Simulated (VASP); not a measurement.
Here is a VASP 6.6.1 calculation.

File INCAR:

```
PREC = Accurate
ENCUT = 520
EDIFF = 1E-6
ISMEAR = 0
SIGMA = 0.1
LREAL = False
LASPH = True
NELM = 100
ALGO = Fast
ISIF = 2
LWAVE = False
LCHARG = True
GGA = PS
LELF = True
LVHAR = True
NBANDS = 26
```

Contents of KPOINTS:

```
Automatic mesh
0
Gamma
  2 2 2
```

File POSCAR:

```
ScAl2
1.0
    0.0000000000      3.7803088674      3.7803088674
    3.7803088674      0.0000000000      3.7803088674
    3.7803088674      3.7803088674      0.0000000000
Sc Al
2 4
Direct
    0.5000000000      0.5000000000      0.5000000000
    0.7500000000      0.7500000000      0.7500000000
    0.1250000000      0.1250000000      0.1250000000
    0.6250000000      0.1250000000      0.1250000000
    0.1250000000      0.6250000000      0.1250000000
    0.1250000000      0.1250000000      0.6250000000
```

Potentials or basis: VASP PAW PBE potentials, release 64 (Sc_sv, Al).

Launch:

```sh
$ cat potpaw_PBE.64/Sc_sv/POTCAR potpaw_PBE.64/Al/POTCAR > POTCAR
$ mpirun -np 1 vasp_std > vasp.out
```

Question: Estimate the band gap on the k mesh.

Answer: Zero (band 17 reaches 7.30 eV, above the bottom of band 18 at 4.80 eV).

Question: What does it give for the pressure?

Answer: 0.3 GPa.

Caveat: the k points lie up to 0.72 Å⁻¹ apart; the PAW data sets were made with another functional, which shifts forces and pressure a little.
